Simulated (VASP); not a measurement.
A run of VASP 6.6.1:

File INCAR:

```
ALGO = Normal
EDIFF = 1E-7
ENCUT = 520
GGA = PE
ISIF = 2
ISMEAR = -1
LASPH = T
LCHARG = F
LREAL = F
LWAVE = F
NBANDS = 25
NELM = 100
PREC = Accurate
SIGMA = 0.05
```

File KPOINTS:

```
k-points
0
Gamma
  8 8 6
```

The input POSCAR:

```
CuO
1.0
    3.3758013685      0.0000000000      0.0000000000
    0.0000000000      3.3758013685      0.0000000000
    0.0000000000      0.0000000000      4.2028806177
Cu O
2 2
Direct
    0.0000000000      0.5000000000      0.0000000000
    0.5000000000      0.0000000000      0.5000000000
    0.0000000000      0.0000000000      0.2500000000
    0.0000000000      0.0000000000      0.7500000000
```

Potentials or basis: VASP PAW PBE potentials, release 64 (Cu, O).

Command:

```bash
$ cat potpaw_PBE.64/Cu/POTCAR potpaw_PBE.64/O/POTCAR > POTCAR
$ mpirun -np 1 vasp_std > vasp.out
```

Hardware: 1 thread of Intel(R) Xeon(R) Platinum 8488C (Sapphire Rapids), on a shared host.

Q: Estimate the wall time of this run.

A: Wall time 87 s on 1 thread of Intel(R) Xeon(R) Platinum 8488C (Sapphire Rapids), on a shared host, peak memory 0.2 GiB. Counts: scf iterations 16, k points 60.
